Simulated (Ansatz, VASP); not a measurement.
One calculation of TlZnBr3, two programs

The input POSCAR:

```
TlZnBr3
1.0
    5.2519254649      0.0000000000      0.0000000000
    0.0000000000      5.2519254649      0.0000000000
    0.0000000000      0.0000000000      5.2519254649
Tl Zn Br
1 1 3
Direct
    0.0000000000      0.0000000000      0.0000000000
    0.5000000000      0.5000000000      0.5000000000
    0.5000000000      0.5000000000      0.0000000000
    0.5000000000      0.0000000000      0.5000000000
    0.0000000000      0.5000000000      0.5000000000
```

INCAR.step1

```
ALGO = Normal ; EDIFF = 1E-4
ENCUT = 520 ; GGA = PE
ISMEAR = 0 ; LASPH = T
LCHARG = F ; LREAL = F
LWAVE = T ; NBANDS = 31
NELM = 60 ; PREC = Accurate
SIGMA = 0.01
```

Contents of INCAR.step2:

```
ALGO = Normal ; EDIFF = 1E-6
ENCUT = 520 ; ISIF = 2
ISMEAR = 0 ; ISTART = 1
LASPH = T ; LCHARG = F
LMIXTAU = T ; LREAL = F
LWAVE = F ; METAGGA = R2SCAN
NBANDS = 31 ; NELM = 60
PREC = Accurate ; SIGMA = 0.01
```

File KPOINTS:

```
k-points
0
Gamma
  4 4 4
```

Input for Ansatz:

```yaml
crystal:
  lattice:
    - [5.2519254649, 0.0, 0.0]
    - [0.0, 5.2519254649, 0.0]
    - [0.0, 0.0, 5.2519254649]
  atoms:
    - { symbol: Tl, position: [0.0, 0.0, 0.0] }
    - { symbol: Zn, position: [0.5, 0.5, 0.5] }
    - { symbol: Br, position: [0.5, 0.5, 0.0] }
    - { symbol: Br, position: [0.5, 0.0, 0.5] }
    - { symbol: Br, position: [0.0, 0.5, 0.5] }
kpoints:
  mp_grid: { grid: [4, 4, 4] }
hamiltonian:
  xc: r2scan
scf:
  occupations: { method: fixed }
  n_extra_bands: 5
output:
  forces: true
  stress: true
  eigenvalues: true
```

Alike in both runs: task single point; functional r2SCAN; k mesh 4 × 4 × 4; no spin polarisation.

|  | VASP | Ansatz |
| --- | --- | --- |
| version | VASP 6.6.1 | Ansatz 0.2.0 |
| potentials or method | VASP PAW PBE potentials, release 64 (Tl_d, Zn, Br) | plane waves, PAW |
| plane-wave cutoff (eV) | 520 | 500 |
| occupations | gaussian, width 0.01 eV | fixed |
| valence electrons in the cell | 46 | 46 |

|  | VASP | Ansatz | Ansatz less VASP |
| --- | --- | --- | --- |
| gap on the k mesh at the Fermi level (eV) | 0.80 | 0.80 | +0.008 |
| pressure (GPa) | -1.0 | -1.0 | -0.01 |

VASP's potentials were made for PBE, not for r2SCAN.

Neither program's run includes spin-orbit coupling.
